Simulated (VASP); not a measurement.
# K (P6_3/mmc) in VASP: notebook, part 2 of 2

VASP 6.6.1.

## 7. Single point, BLYP (81.95 Å³/atom)

This run uses another cell than the first one, of 81.95 Å³/atom.

INCAR reads:

```
PREC     = Accurate       # precision mode
ENCUT    = 520            # plane-wave cutoff, eV
EDIFF    = 1E-7           # SCF threshold, eV
ISMEAR   = -1             # smearing method
SIGMA    = 0.1            # smearing width, eV
LREAL    = False          # projectors in reciprocal space
LASPH    = True           # aspherical terms in the spheres
NELM     = 100            # most SCF steps
ALGO     = Normal         # electronic algorithm
ISIF     = 2              # what is computed and relaxed
LWAVE    = False          # write WAVECAR
LCHARG   = True           # write CHGCAR
GGA      = B5             # functional
ALDAX    = 1.0          
AGGAX    = 1.0          
AGGAC    = 1.0          
ALDAC    = 0.0          
LELF     = True           # ELF
LVHAR    = True         
NBANDS   = 26             # bands
```

KPOINTS reads:

```
Automatic mesh
0
Gamma
  9 9 3
```

POSCAR reads:

```
K
1.0
    4.8802546347      0.0000000000      0.0000000000
   -2.4401273174      4.2264244906      0.0000000000
    0.0000000000      0.0000000000     15.8930255801
K
4
Direct
    0.0000000000      1.0000000000      0.0000000000
    1.0000000000      1.0000000000      0.5000000000
    0.3333333333      0.6666666667      0.2500000000
    0.6666666667      0.3333333333      0.7500000000
```

Potentials or basis: VASP PAW PBE potentials, release 64 (K_sv).

Started as:

```
> cat potpaw_PBE.64/K_sv/POTCAR > POTCAR
> mpirun -np 1 vasp_std > vasp.out
```

OUTCAR:

```text
PREC = Accurate
   ENCUT = 520
   EDIFF = 1E-7
   ISMEAR = -1
   LREAL = False
   LASPH = True
   NELM = 100
   ISIF = 2
   GGA = B5

 ion  position               nearest neighbor table
   1  0.000  0.000  0.000-
   2  0.000  0.000  0.500-
   3  0.333  0.667  0.250-
   4  0.667  0.333  0.750-

  LATTYP: Found a hexagonal cell.
 ALAT       =     4.8802546347
 C/A-ratio  =     3.2565976101

  Lattice vectors:

 A1 = (   4.8802546347,   0.0000000000,   0.0000000000)
 A2 = (  -2.4401273174,   4.2264244906,   0.0000000000)
 A3 = (   0.0000000000,   0.0000000000,  15.8930255801)

Analysis of symmetry for initial positions (statically):
=====================================================================
 Subroutine PRICEL returns:
 Original cell was already a primitive cell.

 Routine SETGRP: Setting up the symmetry group for a
 hexagonal supercell.

 Subroutine GETGRP returns: Found 24 space group operations
 (whereof 12 operations were pure point group operations)
 out of a pool of 24 trial point group operations.

The static configuration has the point symmetry D_3d.
 The point group associated with its full space group is D_6h.

Analysis of symmetry for dynamics (positions and initial velocities):
=====================================================================
 Subroutine PRICEL returns:
 Original cell was already a primitive cell.

 Routine SETGRP: Setting up the symmetry group for a
 hexagonal supercell.

 Subroutine GETGRP returns: Found 24 space group operations
 (whereof 12 operations were pure point group operations)
[... 114 lines left out ...]
   POTIM  = 0.5000    time-step for ionic-motion
   TEBEG  =    0.0;   TEEND  =   0.0 temperature during run
   PSTRESS=    0.0 pullay stress
   NELECT =      36.0000    total number of electrons
   NUPDOWN=      -1.0000    fix difference up-down
   EMIN   =  10.00;   EMAX   =-10.00  energy-range for DOS
   EFERMI =   0.00;   METHOD = LEGACY
   ISMEAR =    -1;   SIGMA  =   0.10  broadening in eV -4-tet -1-fermi 0-gaus
   EFERMI_NEDOS =   21; number of points for ismear=-14 and -15
   IALGO  =     38    algorithm
   IMIX   =      4    mixing-type and parameters
     AMIX     =   0.40;   BMIX     =  1.00
     AMIX_MAG =   1.60;   BMIX_MAG =  1.00
  volume/ion in A,a.u.               =      81.95       553.04
  Fermi-wavevector in a.u.,A,eV,Ry     =   0.783974  1.481496  8.362346  0.614615
  Thomas-Fermi vector in A             =   1.888012
   LORBIT       =      0    0 simple, 1 ext, 2 COOP (PROOUT), +10 PAW based schemes
   GGA     = B5    functional components
   LHFCALC =     F    Hartree Fock is set to
   AEXX    =    0.0000 exact exchange contribution
   IVDW    =     0    specifies the selected vdW correction
   LEPSILON=     F    determine dielectric tensor
   LRPA    =     F    only Hartree local field effects (RPA)
 non-spin polarized calculation
  energy-cutoff  :      520.00
  volume of cell :      327.81
 maximum number of plane-waves:      8880
   NGX = 19   NGY = 19   NGZ = 59

 number of electron      35.9999994 magnetization

 Free energy of the ion-electron system (eV)
  ---------------------------------------------------
  ext. energy  EPLUGINS =         0.00000000
  ---------------------------------------------------
  free energy    TOTEN  =        -2.85817089 eV

  energy without entropy =       -2.74745987  energy(sigma->0) =       -2.80281538

 E-fermi :   0.0823     XC(G=0):  -5.0086

 val. band max:        0.0665052985   @ k =   0.4444   0.0000   0.3333
 cond. band min:       0.0991908005   @ k =   0.3333   0.1111   0.0000
 fundamental gap:      0.0326855021
 Fermi energy:         0.0823124485

 k-point     1 :       0.0000    0.0000    0.0000
  band No.  band energies     occupation
      1     -32.2420      2.00000
      2     -32.2413      2.00000
      3     -32.2402      2.00000
      4     -32.2395      2.00000
      5     -15.8277      2.00000
      6     -15.8063      2.00000
[... 685 lines left out ...]
     25       1.8308      0.00000
     26       2.1068      0.00000

------------------------ aborting loop because EDIFF is reached ----------------------------------------

  FORCE on cell =-STRESS in cart. coord.  units (eV):
  Direction    XX          YY          ZZ          XY          YZ          ZX
  --------------------------------------------------------------------------------------
  -------------------------------------------------------------------------------------
  Total       -0.4321183     -0.4321183     -0.3557281      0.0000000     -0.0000000      0.0000000
  in kB       -2.1119863     -2.1119863     -1.7386277      0.0000000     -0.0000000      0.0000000
  external PRESSURE =      -1.9875334 kB  Pullay stress =       0.0000000 kB

 VOLUME and BASIS-vectors are now :
 -----------------------------------------------------------------------------
  energy-cutoff  :      520.00
  volume of cell :      327.81
      direct lattice vectors                 reciprocal lattice vectors
     4.880254635  0.000000000  0.000000000     0.204907341  0.118303308  0.000000000
    -2.440127317  4.226424491  0.000000000     0.000000000  0.236606617  0.000000000
     0.000000000  0.000000000 15.893025580     0.000000000  0.000000000  0.062920681

 POSITION                                       TOTAL-FORCE (eV/Angst)
 -----------------------------------------------------------------------------------
      0.00000      0.00000      0.00000         0.000000      0.000000      0.000000
      0.00000      0.00000      7.94651         0.000000      0.000000      0.000000
     -0.00000      2.81762      3.97326        -0.000000      0.000000      0.000000
      2.44013      1.40881     11.91977         0.000000     -0.000000     -0.000000
 -----------------------------------------------------------------------------------
    total drift:                               -0.000000      0.000000      0.000000

  FREE ENERGIE OF THE ION-ELECTRON SYSTEM (eV)
  ---------------------------------------------------
  free  energy   TOTEN  =        -2.8581708886 eV

  energy  without entropy=       -2.7474598730  energy(sigma->0) =       -2.80281538
```

It took 2 min on 1 thread of Intel Xeon 6975P-C (Granite Rapids), shared host; peak memory 0.43 GiB.

Results:

| Item | Value |
| --- | --- |
| Free energy | -2.8582 eV |
| Pressure | -0.2 GPa |
| Band gap on the k mesh | zero (bands 18 and 19 overlap by 2.23 eV) |

Levels at points of the mesh, in eV from the Fermi level:
| k point | band 16 | band 17 | band 18 | band 19 | band 20 | band 21 |
| --- | --- | --- | --- | --- | --- | --- |
| (0.00, 0.00, 0.00) | -15.86 | -2.02 | -1.36 | -1.36 | 0.23 | 0.62 |

Caveat: the PAW data sets were made with another functional, which shifts forces and pressure a little.

## 8. Summary

```csv
cell,k mesh,gap on the mesh (eV),pressure (GPa)
"a = 4.757, b = 4.757, c = 15.490 Å, angles 90.0, 90.0, 120.0°, 4 atoms",8 × 8 × 2,none,0.0
"a = 4.558, b = 4.558, c = 14.844 Å, angles 90.0, 90.0, 120.0°, 4 atoms",9 × 9 × 3,none,0.5
"a = 4.626, b = 4.626, c = 15.066 Å, angles 90.0, 90.0, 120.0°, 4 atoms",9 × 9 × 3,none,0.3
"a = 4.692, b = 4.692, c = 15.281 Å, angles 90.0, 90.0, 120.0°, 4 atoms",9 × 9 × 3,none,0.1
"a = 4.819, b = 4.819, c = 15.694 Å, angles 90.0, 90.0, 120.0°, 4 atoms",9 × 9 × 3,none,-0.1
"a = 4.880, b = 4.880, c = 15.893 Å, angles 90.0, 90.0, 120.0°, 4 atoms",9 × 9 × 3,none,-0.2
```

Alike in all rows: task single point; level BLYP; potentials or basis VASP PAW PBE potentials, release 64 (K_sv); no spin polarisation; cutoff (eV) 520; smearing fermi-dirac 0.1 eV.

Caveats: the PAW data sets were made with another functional, which shifts forces and pressure a little.

Total energies depend on the potentials used, so only differences within one code and one set of settings carry meaning.
